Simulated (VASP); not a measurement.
# HgTe in VASP: a series of runs

Aim: see how the results for HgTe move with the level of theory and the settings. Levels: PBE, LDA. Tasks: single point.

Program: VASP 6.6.1. These are calculated values, not measurements. Logs are shortened: lines on timing, memory, paths and dates and some standing lists are left out, and cuts for length are marked.

### Step 1. The cell of the first run

The structure is cubic, space group F-43m (No. 216). The conventional cell has a = 6.553 Å, b = 6.553 Å, c = 6.553 Å, α = 90.00°, β = 90.00°, γ = 90.00°. Within 3.7 Å of Hg (site symmetry -43m) lie 4 Te at 2.84 Å. Te (site symmetry -43m) has 4 Hg at 2.84 Å within 3.7 Å.

### Step 2. Single point, PBE (volume scaled by 1.05)

The input, INCAR:

```
ALGO     = Normal         # electronic algorithm
EDIFF    = 1E-7           # SCF threshold, eV
ENCUT    = 520            # plane-wave cutoff, eV
GGA      = PE             # functional
ISIF     = 2              # what is computed and relaxed
ISMEAR   = -1             # smearing method
LASPH    = True           # aspherical terms in the spheres
LCHARG   = False          # write CHGCAR
LREAL    = False          # projectors in reciprocal space
LWAVE    = False          # write WAVECAR
NBANDS   = 16             # bands
NELM     = 80             # most SCF steps
PREC     = Accurate       # precision mode
SIGMA    = 0.03           # smearing width, eV
```

The input, KPOINTS:

```
k-points
0
Gamma
  11 11 11
```

The input, POSCAR:

```
HgTe
1.0
    0.0000000000      3.2763536562      3.2763536562
    3.2763536562      0.0000000000      3.2763536562
    3.2763536562      3.2763536562      0.0000000000
Hg Te
1 1
Direct
    0.0000000000      0.0000000000      0.0000000000
    0.7500000000      0.7500000000      0.7500000000
```

Potentials or basis: VASP PAW PBE potentials, release 64 (Hg, Te).

The run is started by

```console
$ cat potpaw_PBE.64/Hg/POTCAR potpaw_PBE.64/Te/POTCAR > POTCAR
$ mpirun -np 1 vasp_std > vasp.out
```

OUTCAR:

```text
EDIFF = 1E-7
   ENCUT = 520
   GGA = PE
   ISIF = 2
   ISMEAR = -1
   LASPH = True
   LREAL = False
   NELM = 80
   PREC = Accurate

 ion  position               nearest neighbor table
   1  0.000  0.000  0.000-   2 2.84   2 2.84   2 2.84   2 2.84
   2  0.750  0.750  0.750-   1 2.84   1 2.84   1 2.84   1 2.84

  LATTYP: Found a face centered cubic cell.
 ALAT       =     6.5527073124

  Lattice vectors:

 A1 = (   0.0000000000,   3.2763536562,   3.2763536562)
 A2 = (   3.2763536562,   0.0000000000,   3.2763536562)
 A3 = (   3.2763536562,   3.2763536562,   0.0000000000)

Analysis of symmetry for initial positions (statically):
=====================================================================
 Subroutine PRICEL returns:
 Original cell was already a primitive cell.

 Routine SETGRP: Setting up the symmetry group for a
 face centered cubic supercell.

 Subroutine GETGRP returns: Found 24 space group operations
 (whereof 24 operations were pure point group operations)
 out of a pool of 48 trial point group operations.

The static configuration has the point symmetry T_d .

Analysis of symmetry for dynamics (positions and initial velocities):
=====================================================================
 Subroutine PRICEL returns:
 Original cell was already a primitive cell.

 Routine SETGRP: Setting up the symmetry group for a
 face centered cubic supercell.

 Subroutine GETGRP returns: Found 24 space group operations
 (whereof 24 operations were pure point group operations)
 out of a pool of 48 trial point group operations.

The dynamic configuration has the point symmetry T_d .

 Subroutine INISYM returns: Found 24 space group operations
 (whereof 24 operations are pure point group operations),
 and found     1 'primitive' translations

----------------------------------------------------------------------------------------

                                     Primitive cell

  volume of cell :      70.3400

  direct lattice vectors                    reciprocal lattice vectors
     0.000000000  3.276353656  3.276353656    -0.152608678  0.152608678  0.152608678
     3.276353656  0.000000000  3.276353656     0.152608678 -0.152608678  0.152608678
     3.276353656  3.276353656  0.000000000     0.152608678  0.152608678 -0.152608678

  length of vectors
     4.633463776  4.633463776  4.633463776     0.264325984  0.264325984  0.264325984

  position of ions in fractional coordinates (direct lattice)
     0.000000000  0.000000000  0.000000000
     0.750000000  0.750000000  0.750000000

  ion indices of the primitive-cell ions
   primitive index   ion index
                 1           1
                 2           2

----------------------------------------------------------------------------------------

 KPOINTS: k-points

Automatic generation of k-mesh.
 Grid dimensions read from file:
 generate k-points for:   11   11   11

 Generating k-lattice:

  Cartesian coordinates                     Fractional coordinates (reciprocal lattice)
    -0.013873516  0.013873516  0.013873516     0.090909091  0.000000000  0.000000000
     0.013873516 -0.013873516  0.013873516     0.000000000  0.090909091  0.000000000
     0.013873516  0.013873516 -0.013873516     0.000000000  0.000000000  0.090909091

  Length of vectors
     0.024029635  0.024029635  0.024029635

  Shift w.r.t. Gamma in fractional coordinates (k-lattice)
     0.000000000  0.000000000  0.000000000

 Subroutine IBZKPT returns following result:
 ===========================================

 Found     56 irreducible k-points:

 Following reciprocal coordinates:
            Coordinates               Weight
  0.000000  0.000000  0.000000      1.000000
  0.090909  0.000000  0.000000      8.000000
  0.181818  0.000000  0.000000      8.000000
  0.272727  0.000000  0.000000      8.000000
  0.363636  0.000000  0.000000      8.000000
  0.454545  0.000000  0.000000      8.000000
[... 16 lines left out ...]
 -0.272727  0.181818  0.000000     24.000000
 -0.181818  0.181818  0.000000     12.000000
 [... further k-points ...]
   k-points           NKPTS =     56   k-points in BZ     NKDIM =     56   number of bands    NBANDS=     16
   number of dos      NEDOS =    301   number of ions     NIONS =      2
   total plane-waves  NPLWV =  46656
   dimension x,y,z NGX =    36 NGY =   36 NGZ =   36
   dimension x,y,z NGXF=    72 NGYF=   72 NGZF=   72
   ions per type =               1   1
   NGX,Y,Z   is equivalent  to a cutoff of  12.92, 12.92, 12.92 a.u.
   NGXF,Y,Z  is equivalent  to a cutoff of  25.83, 25.83, 25.83 a.u.
 SYSTEM =  unknown system
   PREC   = accura    normal or accurate (medium, high low for compatibility)
   ISTART =      0    job   : 0-new  1-cont  2-samecut
   ICHARG =      2    charge: 1-file 2-atom 10-const
   ISPIN  =      1    spin polarized calculation?
   LNONCOLLINEAR =      F non collinear calculations
   LSORBIT =      F    spin-orbit coupling
   LASPH  =      T    aspherical Exc in radial PAW
   ENCUT  =  520.0 eV  38.22 Ry    6.18 a.u.   8.62  8.62  8.62*2*pi/ulx,y,z
   NELM   =     80;   NELMIN=  2; NELMDL= -5     # of ELM steps
   EDIFF  = 0.1E-06   stopping-criterion for ELM
   LREAL  =      F    real-space projection
   EDIFFG = 0.1E-05   stopping-criterion for IOM
   NSW    =      0    number of steps for IOM
   IBRION =     -1    ionic relax: 0-MD 1-quasi-New 2-CG
   NFREE  =      0    steps in history (QN), initial steepest desc. (CG)
   ISIF   =      2    stress and relaxation
   ISYM   =      2    0-nonsym 1-usesym 2-fastsym
   POTIM  = 0.5000    time-step for ionic-motion
   TEBEG  =    0.0;   TEEND  =   0.0 temperature during run
   PSTRESS=    0.0 pullay stress
   NELECT =      18.0000    total number of electrons
   NUPDOWN=      -1.0000    fix difference up-down
   EMIN   =  10.00;   EMAX   =-10.00  energy-range for DOS
   EFERMI =   0.00;   METHOD = LEGACY
   ISMEAR =    -1;   SIGMA  =   0.03  broadening in eV -4-tet -1-fermi 0-gaus
   EFERMI_NEDOS =   21; number of points for ismear=-14 and -15
   IALGO  =     38    algorithm
   IMIX   =      4    mixing-type and parameters
     AMIX     =   0.40;   BMIX     =  1.00
     AMIX_MAG =   1.60;   BMIX_MAG =  1.00
  volume/ion in A,a.u.               =      35.17       237.34
  Fermi-wavevector in a.u.,A,eV,Ry     =   1.039357  1.964101 14.697880  1.080264
  Thomas-Fermi vector in A             =   2.173884
   LORBIT       =      0    0 simple, 1 ext, 2 COOP (PROOUT), +10 PAW based schemes
   GGA     = PE    functional components
   LHFCALC =     F    Hartree Fock is set to
   AEXX    =    0.0000 exact exchange contribution
   IVDW    =     0    specifies the selected vdW correction
   LEPSILON=     F    determine dielectric tensor
   LRPA    =     F    only Hartree local field effects (RPA)
 non-spin polarized calculation
  energy-cutoff  :      520.00
  volume of cell :       70.34
 maximum number of plane-waves:      1917
   NGX = 17   NGY = 17   NGZ = 17

 number of electron      18.0000002 magnetization

 Free energy of the ion-electron system (eV)
  ---------------------------------------------------
  ext. energy  EPLUGINS =         0.00000000
  ---------------------------------------------------
  free energy    TOTEN  =        -3.63371985 eV

  energy without entropy =       -3.63356997  energy(sigma->0) =       -3.63364491

 E-fermi :   2.7089     XC(G=0):  -8.5577

 val. band max:        2.6723017241   @ k =   0.0000   0.0000   0.0000
 cond. band min:       3.1136494969   @ k =   0.0909   0.0000   0.0000
 fundamental gap:      0.4413477729
 Fermi energy:         2.7089441374

 k-point     1 :       0.0000    0.0000    0.0000
  band No.  band energies     occupation
      1      -9.0291      2.00000
      2      -4.4500      2.00000
      3      -4.4500      2.00000
      4      -4.4500      2.00000
      5      -3.9684      2.00000
      6      -3.9684      2.00000
[... 8 lines left out ...]
     15      12.1665      0.00000
     16      12.1665      0.00000

 k-point     2 :       0.0909    0.0000    0.0000
  band No.  band energies     occupation
      1      -8.9911      2.00000
      2      -4.4394      2.00000
      3      -4.4394      2.00000
      4      -4.4352      2.00000
      5      -3.9695      2.00000
      6      -3.9695      2.00000
[... 8 lines left out ...]
     15      11.6093      0.00000
     16      11.6093      0.00000

 k-point     3 :       0.1818    0.0000    0.0000
  band No.  band energies     occupation
      1      -8.8862      2.00000
      2      -4.4118      2.00000
      3      -4.4118      2.00000
      4      -4.3795      2.00000
      5      -3.9707      2.00000
      6      -3.9707      2.00000
[... 8 lines left out ...]
     15      11.2015      0.00000
     16      11.2015      0.00000

 k-point     4 :       0.2727    0.0000    0.0000
  band No.  band energies     occupation
      1      -8.7427      2.00000
      2      -4.3787      2.00000
      3      -4.3787      2.00000
      4      -4.2538      2.00000
      5      -3.9677      2.00000
      6      -3.9677      2.00000
[... 8 lines left out ...]
     15      11.2374      0.00000
     16      11.2374      0.00000

 k-point     5 :       0.3636    0.0000    0.0000
  band No.  band energies     occupation
      1      -8.6043      2.00000
      2      -4.3524      2.00000
      3      -4.3524      2.00000
      4      -4.0294      2.00000
      5      -3.9591      2.00000
      6      -3.9591      2.00000
[... 8 lines left out ...]
     15      11.7480      0.00000
     16      11.7480      0.00000

 k-point     6 :       0.4545    0.0000    0.0000
  band No.  band energies     occupation
      1      -8.5190      2.00000
      2      -4.3391      2.00000
      3      -4.3391      2.00000
      4      -3.9508      2.00000
      5      -3.9508      2.00000
      6      -3.7509      2.00000
[... 8 lines left out ...]
     15      12.4898      0.00000
     16      12.4898      0.00000

 k-point     7 :       0.0909    0.0909    0.0000
  band No.  band energies     occupation
      1      -8.9783      2.00000
      2      -4.4431      2.00000
      3      -4.4294      2.00000
      4      -4.4294      2.00000
      5      -3.9759      2.00000
      6      -3.9639      2.00000
[... 8 lines left out ...]
     15      10.9579      0.00000
     16      12.2096      0.00000

 k-point     8 :       0.1818    0.0909    0.0000
  band No.  band energies     occupation
      1      -8.8955      2.00000
      2      -4.4234      2.00000
      3      -4.4015      2.00000
      4      -4.3915      2.00000
      5      -3.9820      2.00000
      6      -3.9602      2.00000
[... 8 lines left out ...]
     15      10.7994      0.00000
     16      11.8747      0.00000

 k-point     9 :       0.2727    0.0909    0.0000
  band No.  band energies     occupation
      1      -8.7644      2.00000
      2      -4.3900      2.00000
      3      -4.3668      2.00000
      4      -4.2972      2.00000
      5      -3.9814      2.00000
      6      -3.9559      2.00000
[... 8 lines left out ...]
     15      11.2279      0.00000
     16      11.7640      0.00000
[... 172 lines left out ...]
 k-point    19 :       0.3636    0.1818    0.0000
  band No.  band energies     occupation
      1      -8.5988      2.00000
      2      -4.3467      2.00000
      3      -4.3000      2.00000
      4      -4.1880      2.00000
      5      -3.9544      2.00000
      6      -3.9398      2.00000
[... 8 lines left out ...]
     15      12.2429      0.00000
     16      12.5193      0.00000

 k-point    20 :       0.4545    0.1818    0.0000
  band No.  band energies     occupation
      1      -8.4905      2.00000
      2      -4.3237      2.00000
      3      -4.2825      2.00000
      4      -4.0597      2.00000
      5      -3.9399      2.00000
      6      -3.8172      2.00000
[... 8 lines left out ...]
     15      12.3372      0.00000
     16      12.9270      0.00000

 k-point    21 :      -0.4545    0.1818    0.0000
  band No.  band energies     occupation
      1      -8.4418      2.00000
      2      -4.3129      2.00000
      3      -4.2824      2.00000
      4      -3.9995      2.00000
      5      -3.9505      2.00000
      6      -3.6403      2.00000
[... 8 lines left out ...]
     15      12.3318      0.00000
     16      12.3922      0.00000

 k-point    22 :      -0.3636    0.1818    0.0000
  band No.  band energies     occupation
      1      -8.4706      2.00000
      2      -4.3116      2.00000
      3      -4.2987      2.00000
      4      -3.9852      2.00000
      5      -3.9687      2.00000
      6      -3.7576      2.00000
[... 8 lines left out ...]
     15      11.4497      0.00000
     16      12.4929      0.00000

 k-point    23 :      -0.2727    0.1818    0.0000
  band No.  band energies     occupation
      1      -8.5660      2.00000
      2      -4.3294      2.00000
      3      -4.3213      2.00000
      4      -4.0808      2.00000
      5      -3.9838      2.00000
      6      -3.9133      2.00000
[... 8 lines left out ...]
     15      11.8782      0.00000
     16      12.9667      0.00000

 k-point    24 :      -0.1818    0.1818    0.0000
  band No.  band energies     occupation
      1      -8.6940      2.00000
      2      -4.3671      2.00000
      3      -4.3459      2.00000
      4      -4.2414      2.00000
      5      -3.9877      2.00000
      6      -3.9437      2.00000
[... 8 lines left out ...]
     15      11.7725      0.00000
     16      12.0528      0.00000

 [... further k-points ...]
[... 5 lines left out ...]
  --------------------------------------------------------------------------------------
  -------------------------------------------------------------------------------------
  Total        0.7739502      0.7739502      0.7739502      0.0000000      0.0000000     -0.0000000
  in kB       17.6287408     17.6287408     17.6287408      0.0000000      0.0000000     -0.0000000
  external PRESSURE =      17.6287408 kB  Pullay stress =       0.0000000 kB

 VOLUME and BASIS-vectors are now :
 -----------------------------------------------------------------------------
  energy-cutoff  :      520.00
  volume of cell :       70.34
      direct lattice vectors                 reciprocal lattice vectors
     0.000000000  3.276353656  3.276353656    -0.152608678  0.152608678  0.152608678
     3.276353656  0.000000000  3.276353656     0.152608678 -0.152608678  0.152608678
     3.276353656  3.276353656  0.000000000     0.152608678  0.152608678 -0.152608678

 POSITION                                       TOTAL-FORCE (eV/Angst)
 -----------------------------------------------------------------------------------
      0.00000      0.00000      0.00000        -0.000000     -0.000000     -0.000000
      4.91453      4.91453      4.91453         0.000000      0.000000      0.000000
 -----------------------------------------------------------------------------------
    total drift:                                0.000000      0.000000      0.000000

  FREE ENERGIE OF THE ION-ELECTRON SYSTEM (eV)
  ---------------------------------------------------
  free  energy   TOTEN  =        -3.6337198529 eV

  energy  without entropy=       -3.6335699681  energy(sigma->0) =       -3.63364491
```

Run time: 45 s. Hardware: 1 thread of Intel Xeon Platinum 8375C at 2.90GHz (Ice Lake), shared host; peak memory 0.24 GiB.

Results:

```yaml
Free_energy: -3.6337 eV
Pressure: 1.8 GPa
Band_gap_on_the_k_mesh: zero (filled and empty bands touch)
```

Levels at points of the mesh, in eV from the Fermi level:
| k point | band 5 | band 6 | band 7 | band 8 | band 9 | band 10 | band 11 | band 12 | band 13 | band 14 |
| --- | --- | --- | --- | --- | --- | --- | --- | --- | --- | --- |
| (0.00, 0.00, 0.00) | -6.68 | -6.68 | -0.86 | -0.04 | -0.04 | -0.04 | 4.27 | 4.27 | 4.27 | 6.46 |

Caveat: the cell differs from its parent crystal (volume scaled by 1.05); spin-orbit coupling is left out, which moves the levels of the heavy elements.

### Step 3. Single point, LDA

This run uses another cell than the first one, of 33.50 Å³/atom, 0.952 times its volume.

The input, INCAR:

```
ALGO     = Normal         # electronic algorithm
EDIFF    = 1E-6           # SCF threshold, eV
ENCUT    = 520            # plane-wave cutoff, eV
GGA      = CA             # functional
ISIF     = 2              # what is computed and relaxed
ISMEAR   = -1             # smearing method
LASPH    = True           # aspherical terms in the spheres
LCHARG   = False          # write CHGCAR
LREAL    = False          # projectors in reciprocal space
LWAVE    = False          # write WAVECAR
NBANDS   = 16             # bands
NELM     = 100            # most SCF steps
PREC     = Accurate       # precision mode
SIGMA    = 0.03           # smearing width, eV
```

KPOINTS is that of step 2.

The input, POSCAR:

```
HgTe
1.0
    0.0000000000      3.2235000000      3.2235000000
    3.2235000000      0.0000000000      3.2235000000
    3.2235000000      3.2235000000      0.0000000000
Hg Te
1 1
Direct
    0.0000000000      0.0000000000      0.0000000000
    0.7500000000      0.7500000000      0.7500000000
```

Potentials or basis: VASP PAW LDA potentials, release 64 (Hg, Te).

The run is started by

```console
$ cat potpaw_LDA.64/Hg/POTCAR potpaw_LDA.64/Te/POTCAR > POTCAR
$ mpirun -np 1 vasp_std > vasp.out
```

Wall time 92 s (1 thread of AMD EPYC 7R13 (Zen 3), shared host); peak memory 0.17 GiB.

The run converged. Its results:

```
Free energy            : -5.0387 eV
Pressure               : 0.0 GPa
Band gap on the k mesh : zero (filled and empty bands touch)
```

Levels at points of the mesh, in eV from the Fermi level:
| k point | band 6 | band 7 | band 8 | band 9 | band 10 | band 11 | band 12 | band 13 |
| --- | --- | --- | --- | --- | --- | --- | --- | --- |
| (0.00, 0.00, 0.00) | -6.91 | -0.88 | -0.03 | -0.03 | -0.03 | 4.11 | 4.11 | 4.11 |

Caveat: spin-orbit coupling is left out, which moves the levels of the heavy elements.

(Part 1 of 2 ends here.)
